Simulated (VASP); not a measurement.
# Ti (P6/mmm) in VASP: further runs

Ti is run at these levels: PBEsol; tasks: single point, relaxation of cell and atoms.

Program: VASP 6.6.1. These are calculated values, not measurements. Logs are shortened: lines on timing, memory, paths and dates and some standing lists are left out, and cuts for length are marked.

## 1. The cell of the first run

The structure is hexagonal, space group P6/mmm (No. 191). The conventional cell has a = 4.515 Å, b = 4.515 Å, c = 2.799 Å, α = 90.00°, β = 90.00°, γ = 120.00°. Within 3.7 Å of Ti (site symmetry 6/mmm) lie 14 Ti at 2.80 to 2.96 Å. Ti (site symmetry -6m2) has 11 Ti at 2.61 to 2.96 Å within 3.4 Å.

This isn't the form of Ti at room conditions, which is hcp.

## 2. Single point, PBEsol

INCAR

```
PREC = Accurate
ENCUT = 520
EDIFF = 1E-6
ISMEAR = 0
SIGMA = 0.1
LREAL = False
LASPH = True
NELM = 100
ALGO = Normal
ISIF = 2
LWAVE = False
LCHARG = True
GGA = PS
LELF = True
LVHAR = True
NBANDS = 25
```

KPOINTS

```
regular mesh
0
Gamma
  12 5 15
```

POSCAR

```
Ti
1.0
    2.7987936483      0.0000000000      0.0000000000
    0.0000000000      7.8207117874      0.0000000000
    0.0000000000      3.9103558937      2.2576450279
Ti
3
Direct
    0.0000000000      0.0000000000      0.0000000000
    0.5000000000      0.6666666667      0.0000000000
    0.5000000000      0.3333333333      0.0000000000
```

Potentials or basis: VASP PAW PBE potentials, release 64 (Ti_sv).

Launch:

```sh
$ cat potpaw_PBE.64/Ti_sv/POTCAR > POTCAR
$ mpirun -np 1 vasp_std > vasp.out
```

OUTCAR:

```text
PREC = Accurate
   ENCUT = 520
   EDIFF = 1E-6
   ISMEAR = 0
   LREAL = False
   LASPH = True
   NELM = 100
   ISIF = 2
   GGA = PS

 ion  position               nearest neighbor table
   1  0.000  0.000  0.000-
   2  0.500  0.667  0.000-   3 2.61   3 2.61   3 2.61
   3  0.500  0.333  0.000-   2 2.61   2 2.61   2 2.61

  LATTYP: Found a hexagonal cell.
 ALAT       =     4.5152900557
 C/A-ratio  =     0.6198480305

  Lattice vectors:

 A1 = (   0.0000000000,  -3.9103558937,   2.2576450279)
 A2 = (   0.0000000000,   0.0000000000,  -4.5152900558)
 A3 = (   2.7987936483,   0.0000000000,   0.0000000000)

Analysis of symmetry for initial positions (statically):
=====================================================================
 Subroutine PRICEL returns:
 Original cell was already a primitive cell.

 Routine SETGRP: Setting up the symmetry group for a
 hexagonal supercell.

 Subroutine GETGRP returns: Found 24 space group operations
 (whereof 24 operations were pure point group operations)
 out of a pool of 24 trial point group operations.

The static configuration has the point symmetry D_6h.

Analysis of symmetry for dynamics (positions and initial velocities):
=====================================================================
 Subroutine PRICEL returns:
 Original cell was already a primitive cell.

 Routine SETGRP: Setting up the symmetry group for a
 hexagonal supercell.

 Subroutine GETGRP returns: Found 24 space group operations
 (whereof 24 operations were pure point group operations)
 out of a pool of 24 trial point group operations.

The dynamic configuration has the point symmetry D_6h.

 Subroutine INISYM returns: Found 24 space group operations
 (whereof 24 operations are pure point group operations),
 and found     1 'primitive' translations

----------------------------------------------------------------------------------------

                                     Primitive cell

  volume of cell :      49.4166

  direct lattice vectors                    reciprocal lattice vectors
     2.798793648  0.000000000  0.000000000     0.357296795  0.000000000  0.000000000
     0.000000000  7.820711787  0.000000000     0.000000000  0.127865599 -0.221469715
[... 77 lines left out ...]
 SYSTEM =  unknown system
   PREC   = accura    normal or accurate (medium, high low for compatibility)
   ISTART =      0    job   : 0-new  1-cont  2-samecut
   ICHARG =      2    charge: 1-file 2-atom 10-const
   ISPIN  =      1    spin polarized calculation?
   LNONCOLLINEAR =      F non collinear calculations
   LSORBIT =      F    spin-orbit coupling
   LASPH  =      T    aspherical Exc in radial PAW
   ENCUT  =  520.0 eV  38.22 Ry    6.18 a.u.   5.20 14.54  8.40*2*pi/ulx,y,z
   NELM   =    100;   NELMIN=  2; NELMDL= -5     # of ELM steps
   EDIFF  = 0.1E-05   stopping-criterion for ELM
   LREAL  =      F    real-space projection
   EDIFFG = 0.1E-04   stopping-criterion for IOM
   NSW    =      0    number of steps for IOM
   IBRION =     -1    ionic relax: 0-MD 1-quasi-New 2-CG
   NFREE  =      0    steps in history (QN), initial steepest desc. (CG)
   ISIF   =      2    stress and relaxation
   ISYM   =      2    0-nonsym 1-usesym 2-fastsym
   POTIM  = 0.5000    time-step for ionic-motion
   TEBEG  =    0.0;   TEEND  =   0.0 temperature during run
   PSTRESS=    0.0 pullay stress
   NELECT =      36.0000    total number of electrons
   NUPDOWN=      -1.0000    fix difference up-down
   EMIN   =  10.00;   EMAX   =-10.00  energy-range for DOS
   EFERMI =   0.00;   METHOD = LEGACY
   ISMEAR =     0;   SIGMA  =   0.10  broadening in eV -4-tet -1-fermi 0-gaus
   EFERMI_NEDOS =   21; number of points for ismear=-14 and -15
   IALGO  =     38    algorithm
   IMIX   =      4    mixing-type and parameters
     AMIX     =   0.40;   BMIX     =  1.00
     AMIX_MAG =   1.60;   BMIX_MAG =  1.00
  volume/ion in A,a.u.               =      16.47       111.16
  Fermi-wavevector in a.u.,A,eV,Ry     =   1.473052  2.783665 29.523037  2.169882
  Thomas-Fermi vector in A             =   2.587992
   LORBIT       =      0    0 simple, 1 ext, 2 COOP (PROOUT), +10 PAW based schemes
   GGA     = PS    functional components
   LHFCALC =     F    Hartree Fock is set to
   AEXX    =    0.0000 exact exchange contribution
   IVDW    =     0    specifies the selected vdW correction
   LEPSILON=     F    determine dielectric tensor
   LRPA    =     F    only Hartree local field effects (RPA)
 non-spin polarized calculation
 Gauss-broadening in eV      SIGMA  =   0.10
  energy-cutoff  :      520.00
  volume of cell :       49.42
 maximum number of plane-waves:      1366
 NGX is ok and might be reduce to    24
   NGX = 11   NGY = 29   NGZ = 17

 number of electron      35.9999991 magnetization

 Free energy of the ion-electron system (eV)
  ---------------------------------------------------
  ext. energy  EPLUGINS =         0.00000000
  ---------------------------------------------------
  free energy    TOTEN  =       -25.06740354 eV

  energy without entropy =      -25.05442482  energy(sigma->0) =      -25.06091418

 E-fermi :   8.6660     XC(G=0): -11.8907

 val. band max:        8.6538574693   @ k =   0.2500  -0.2000   0.2000
 cond. band min:       8.6710938900   @ k =   0.0000   0.0000   0.2667
 fundamental gap:      0.0172364207
 Fermi energy:         8.6660041800

 k-point     1 :       0.0000    0.0000    0.0000
  band No.  band energies     occupation
      1     -47.9230      2.00000
      2     -47.6582      2.00000
      3     -47.4689      2.00000
      4     -24.3533      2.00000
      5     -24.3533      2.00000
      6     -24.2639      2.00000
[... 661 lines left out ...]
     24      10.2572      0.00000
     25      11.2348      0.00000

 [... further k-points ...]
[... 5 lines left out ...]
  --------------------------------------------------------------------------------------
  -------------------------------------------------------------------------------------
  Total       -0.0513933     -0.1045497     -0.1045497     -0.0000000      0.0000000     -0.0000000
  in kB       -1.6662644     -3.3896958     -3.3896958     -0.0000000      0.0000000     -0.0000000
  external PRESSURE =      -2.8152186 kB  Pullay stress =       0.0000000 kB

 VOLUME and BASIS-vectors are now :
 -----------------------------------------------------------------------------
  energy-cutoff  :      520.00
  volume of cell :       49.42
      direct lattice vectors                 reciprocal lattice vectors
     2.798793648  0.000000000  0.000000000     0.357296795  0.000000000  0.000000000
     0.000000000  7.820711787  0.000000000     0.000000000  0.127865599 -0.221469715
     0.000000000  3.910355894  2.257645028     0.000000000  0.000000000  0.442939429

 POSITION                                       TOTAL-FORCE (eV/Angst)
 -----------------------------------------------------------------------------------
      0.00000      0.00000      0.00000         0.000000      0.000000      0.000000
      1.39940      5.21381      0.00000         0.000000     -0.000000     -0.000000
      1.39940      2.60690      0.00000         0.000000      0.000000      0.000000
 -----------------------------------------------------------------------------------
    total drift:                                0.000000      0.000000     -0.000000

  FREE ENERGIE OF THE ION-ELECTRON SYSTEM (eV)
  ---------------------------------------------------
  free  energy   TOTEN  =       -25.0674035386 eV

  energy  without entropy=      -25.0544248209  energy(sigma->0) =      -25.06091418
```

OSZICAR:

```text
N       E                     dE             d eps       ncg     rms          rms(c)
DAV:   1     0.429521907037E+03    0.42952E+03   -0.18523E+04  4200   0.180E+03
DAV:   2     0.205268356368E+02   -0.40900E+03   -0.40228E+03  4209   0.520E+02
DAV:   3    -0.249994381301E+02   -0.45526E+02   -0.44420E+02  7793   0.148E+02
DAV:   4    -0.283090813345E+02   -0.33096E+01   -0.32935E+01  5847   0.370E+01
DAV:   5    -0.284559253950E+02   -0.14684E+00   -0.14679E+00  6725   0.658E+00    0.162E+01
DAV:   6    -0.250703871238E+02    0.33855E+01   -0.11870E+01  5323   0.331E+01    0.405E+00
DAV:   7    -0.250353592907E+02    0.35028E-01   -0.13990E+00  6445   0.785E+00    0.248E+00
DAV:   8    -0.251019420883E+02   -0.66583E-01   -0.47955E-01  6066   0.736E+00    0.208E+00
DAV:   9    -0.250807373861E+02    0.21205E-01   -0.44865E-01  6011   0.566E+00    0.895E-01
DAV:  10    -0.250666904701E+02    0.14047E-01   -0.78943E-02  5554   0.307E+00    0.103E-01
DAV:  11    -0.250673169469E+02   -0.62648E-03   -0.65148E-03  5973   0.696E-01    0.137E-01
DAV:  12    -0.250674327613E+02   -0.11581E-03   -0.56264E-04  5607   0.193E-01    0.412E-02
DAV:  13    -0.250674046044E+02    0.28157E-04   -0.10855E-04  5932   0.701E-02    0.101E-02
DAV:  14    -0.250674032786E+02    0.13258E-05   -0.10991E-05  6132   0.369E-02    0.631E-03
DAV:  15    -0.250674035386E+02   -0.26002E-06   -0.75187E-07  2742   0.874E-03
   1 F= -.25067404E+02 E0= -.25060914E+02  d E =-.129787E-01
```

stdout:

```text
POSCAR found type information on POSCAR Ti
 POSCAR found :  1 types and       3 ions
 scaLAPACK will be used
 -----------------------------------------------------------------------------
|                                                                             |
|                                                                             |
|     You enforced a specific xc type in the INCAR file but a different       |
|     I HOPE YOU KNOW WHAT YOU ARE DOING!                                     |
|                                                                             |
 -----------------------------------------------------------------------------

 LDA part: xc-table for (Slater+PW92), standard interpolation
 POSCAR, INCAR and KPOINTS ok, starting setup
 FFT: planning ... GRIDC
 FFT: planning ... GRID_SOFT
 FFT: planning ... GRID
 WAVECAR not read
 entering main loop
```

Wall time 3 min (1 thread of AMD EPYC 7R43 (Zen 3), shared host); peak memory 0.22 GiB.

What came out:

```
Free energy            : -25.0674 eV
Pressure               : -0.3 GPa
Band gap on the k mesh : zero (bands 18 and 19 overlap by 0.26 eV)
```

Caveat: the PAW data sets were made with another functional, which shifts forces and pressure a little.

## 3. Relaxation of cell and atoms, PBEsol, target pressure 40 GPa, at which the enthalpy is minimised

This run uses another cell than the first one, of 13.32 Å³/atom.

INCAR

```
  PREC = Accurate
  ENCUT = 600
  EDIFF = 1E-7
  ISMEAR = 0
  SIGMA = 0.1
  LREAL = F
  LASPH = T
  NELM = 60
  ALGO = Fast
  ISIF = 3
  LWAVE = F
  LCHARG = F
  GGA = PS
  IBRION = 2
  NSW = 70
  EDIFFG = -0.008
  PSTRESS = 400.0
```

KPOINTS

```
Automatic mesh
0
Gamma
  12 12 16
```

POSCAR

```
Ti
1.0
    4.1974691972      0.0000000000      0.0000000000
   -2.0987345986      3.6351149564      0.0000000000
    0.0000000000      0.0000000000      2.6181733757
Ti
3
Direct
    0.0000000000      0.0000000000      0.0000000000
    0.3333333333      0.6666666667      0.5000000000
    0.6666666667      0.3333333333      0.5000000000
```

Potentials or basis: VASP PAW PBE potentials, release 64 (Ti_sv).

Launch:

```sh
$ cat potpaw_PBE.64/Ti_sv/POTCAR > POTCAR
$ mpirun -np 1 vasp_std > vasp.out
```

OUTCAR:

```text
PREC = Accurate
   ENCUT = 600
   EDIFF = 1E-7
   ISMEAR = 0
   LREAL = F
   LASPH = T
   NELM = 60
   ISIF = 3
   GGA = PS
   IBRION = 2
   NSW = 70
   EDIFFG = -0.008
   PSTRESS = 400.0

 ion  position               nearest neighbor table
   1  0.000  0.000  0.000-   2 2.75   3 2.75   2 2.75   3 2.75   3 2.75   3 2.75   2 2.75   2 2.75
                             3 2.75   3 2.75   2 2.75   2 2.75
   2  0.333  0.667  0.500-   3 2.42   3 2.42   3 2.42   1 2.75   1 2.75   1 2.75   1 2.75   1 2.75
                             1 2.75
   3  0.667  0.333  0.500-   2 2.42   2 2.42   2 2.42   1 2.75   1 2.75   1 2.75   1 2.75   1 2.75
                             1 2.75

  LATTYP: Found a hexagonal cell.
 ALAT       =     4.1974691972
 C/A-ratio  =     0.6237504679

  Lattice vectors:

 A1 = (   4.1974691972,   0.0000000000,   0.0000000000)
 A2 = (  -2.0987345986,   3.6351149564,   0.0000000000)
 A3 = (   0.0000000000,   0.0000000000,   2.6181733757)

Analysis of symmetry for initial positions (statically):
=====================================================================
 Subroutine PRICEL returns:
 Original cell was already a primitive cell.

 Routine SETGRP: Setting up the symmetry group for a
 hexagonal supercell.

 Subroutine GETGRP returns: Found 24 space group operations
 (whereof 24 operations were pure point group operations)
 out of a pool of 24 trial point group operations.

The static configuration has the point symmetry D_6h.

Analysis of symmetry for dynamics (positions and initial velocities):
=====================================================================
 Subroutine PRICEL returns:
 Original cell was already a primitive cell.

 Routine SETGRP: Setting up the symmetry group for a
 hexagonal supercell.

[... 122 lines left out ...]
   EFERMI_NEDOS =   21; number of points for ismear=-14 and -15
   IALGO  =     68    algorithm
   IMIX   =      4    mixing-type and parameters
     AMIX     =   0.40;   BMIX     =  1.00
     AMIX_MAG =   1.60;   BMIX_MAG =  1.00
  volume/ion in A,a.u.               =      13.32        89.86
  Fermi-wavevector in a.u.,A,eV,Ry     =   1.581276  2.988178 34.020461  2.500433
  Thomas-Fermi vector in A             =   2.681376
   LORBIT       =      0    0 simple, 1 ext, 2 COOP (PROOUT), +10 PAW based schemes
   GGA     = PS    functional components
   LHFCALC =     F    Hartree Fock is set to
   AEXX    =    0.0000 exact exchange contribution
   IVDW    =     0    specifies the selected vdW correction
   LEPSILON=     F    determine dielectric tensor
   LRPA    =     F    only Hartree local field effects (RPA)
 conjugate gradient relaxation of ions
 non-spin polarized calculation
 RMM-DIIS sequential band-by-band and
 Gauss-broadening in eV      SIGMA  =   0.10
  energy-cutoff  :      600.00
  volume of cell :       39.95
 maximum number of plane-waves:      1366
 NGX is ok and might be reduce to    36
   NGX = 17   NGY = 17   NGZ = 11

--------------------------------------- Ionic step        1  -------------------------------------------

 number of electron      35.9999999 magnetization

 Free energy of the ion-electron system (eV)
  ---------------------------------------------------
  ext. energy  EPLUGINS =         0.00000000
  ---------------------------------------------------
  free energy    TOTEN  =       -24.16209279 eV

  energy without entropy =      -24.14810674  energy(sigma->0) =      -24.15509976

------------------------ aborting loop EDIFF was not reached (unconverged)  ----------------------------

  FORCE on cell =-STRESS in cart. coord.  units (eV):
  Direction    XX          YY          ZZ          XY          YZ          ZX
  --------------------------------------------------------------------------------------
  -------------------------------------------------------------------------------------
  Total        8.8730838      8.8730838      9.0678686      0.0000000      0.0000000      0.0000000
  in kB      355.8615750    355.8615751    363.6735611      0.0000000      0.0000000      0.0000000
  external PRESSURE =     -41.5344296 kB  Pullay stress =     400.0000000 kB
[... 299 lines left out ...]
--------------------------------------- Ionic step        9  -------------------------------------------

 number of electron      35.9999998 magnetization

 Free energy of the ion-electron system (eV)
  ---------------------------------------------------
  ext. energy  EPLUGINS =         0.00000000
  ---------------------------------------------------
  free energy    TOTEN  =       -24.00048981 eV

  energy without entropy =      -23.98671310  energy(sigma->0) =      -23.99360146

 E-fermi :  11.4197     XC(G=0): -13.0591

 val. band max:       11.4170621868   @ k =   0.3333   0.3333   0.3750
 cond. band min:      11.4205744659   @ k =   0.2500   0.2500   0.3750
 fundamental gap:      0.0035122791
 Fermi energy:        11.4196566225

 k-point     1 :       0.0000    0.0000    0.0000
  band No.  band energies     occupation
      1     -44.8477      2.00000
      2     -44.4801      2.00000
      3     -44.1564      2.00000
      4     -21.4698      2.00000
      5     -21.4698      2.00000
      6     -21.3327      2.00000
[... 589 lines left out ...]
     21      12.4253      0.00000
     22      12.9748      0.00000

 [... further k-points ...]
[... 5 lines left out ...]
  --------------------------------------------------------------------------------------
  -------------------------------------------------------------------------------------
  Total        9.7992803      9.7992803      9.8051384      0.0000000     -0.0000000     -0.0000000
  in kB      399.8609904    399.8609904    400.1000317      0.0000000     -0.0000000     -0.0000000
  external PRESSURE =      -0.0593292 kB  Pullay stress =     400.0000000 kB
[... 22 lines left out ...]
  energy  without entropy=      -23.9867130998  energy(sigma->0) =      -23.99360146

  enthalpy is  TOTEN    =       -14.1978028870 eV   P V=        9.8026869248

 reached required accuracy - stopping structural energy minimisation
```

OSZICAR:

```text
N       E                     dE             d eps       ncg     rms          rms(c)
DAV:   1     0.450692207858E+03    0.45069E+03   -0.20564E+04  7540   0.235E+03
DAV:   2     0.267817916692E+02   -0.42391E+03   -0.41932E+03  7554   0.613E+02
DAV:   3    -0.218475865234E+02   -0.48629E+02   -0.47419E+02 14106   0.173E+02
[... 283 lines left out ...]
RMM:  13    -0.240004893831E+02   -0.17053E-06   -0.23119E-06  6895   0.657E-03    0.835E-04
RMM:  14    -0.240004895599E+02   -0.17682E-06   -0.20069E-06  6405   0.539E-03    0.107E-03
RMM:  15    -0.240004896813E+02   -0.12132E-06   -0.13954E-06  5400   0.449E-03    0.215E-03
RMM:  16    -0.240004897457E+02   -0.64402E-07   -0.11731E-06  6151   0.523E-03    0.456E-04
RMM:  17    -0.240004898118E+02   -0.66128E-07   -0.93420E-07  6095   0.480E-03
   9 F= -.14197803E+02 E0= -.14190915E+02  d E =-.137737E-04
```

CONTCAR:

```text
Ti
   1.00000000000000
     4.1685205431710797   -0.0000000000000000   -0.0000000000000000
    -2.0842602715855398    3.6100446866175631    0.0000000000000000
    -0.0000000000000000    0.0000000000000000    2.6091629302000112
  Ti
     3
Direct
     0.0000000000000000    0.0000000000000000    0.0000000000000000
     0.3333333332999970    0.6666666667000030    0.5000000000000000
     0.6666666667000030    0.3333333332999970    0.5000000000000000

  0.00000000E+00  0.00000000E+00  0.00000000E+00
  0.00000000E+00  0.00000000E+00  0.00000000E+00
  0.00000000E+00  0.00000000E+00  0.00000000E+00
```

It took 40 min on 1 thread of Intel Xeon Platinum 8488C (Sapphire Rapids), shared host; peak memory 0.3 GiB.

What came out:

- Free energy: -24.0005 eV
- Relaxed volume: 13.09 Å³/atom
- Relaxed cell: a = 4.169 Å, b = 4.169 Å, c = 2.609 Å, α = 90.00°, β = 90.00°, γ = 120.00°
- Space group after relaxing (to 0.1 Å): P6/mmm (No. 191)
- Energy change on relaxing (the run minimises the enthalpy): +53.9 meV/atom
- Ionic steps: 9
- Pressure after relaxing: 40.0 GPa
- Band gap on the k mesh: zero (bands 18 and 19 overlap by 0.70 eV)

Step by step:
```
step  energy change (eV)  largest force (eV/Å)  pressure (GPa)  volume (Å³)
   1              0.0000                0.0000           35.85        39.95
   2              0.5137                0.0000           48.33        37.99
   3              0.1604                0.0000           40.35        39.27
   4              0.1486                0.0000           39.70        39.32
   5              0.1546                0.0000           39.81        39.29
   6              0.1551                0.0000           39.83        39.29
   7              0.1552                0.0000           39.83        39.29
   8              0.1727                0.0000           40.25        39.22
   9              0.1616                0.0000           39.99        39.26
```

Final structure:
```xyz
3
Lattice="4.1685 0.0000 0.0000 -2.0843 3.6100 0.0000 0.0000 0.0000 2.6092" Properties=species:S:1:pos:R:3 pbc="T T T"
Ti    0.0000    0.0000    0.0000
Ti    0.0000    2.4067    1.3046
Ti    2.0843    1.2033    1.3046
```

Caveat: the cell is relaxed towards a set pressure, so the run minimises the enthalpy, not the energy; the PAW data sets were made with another functional, which shifts forces and pressure a little.
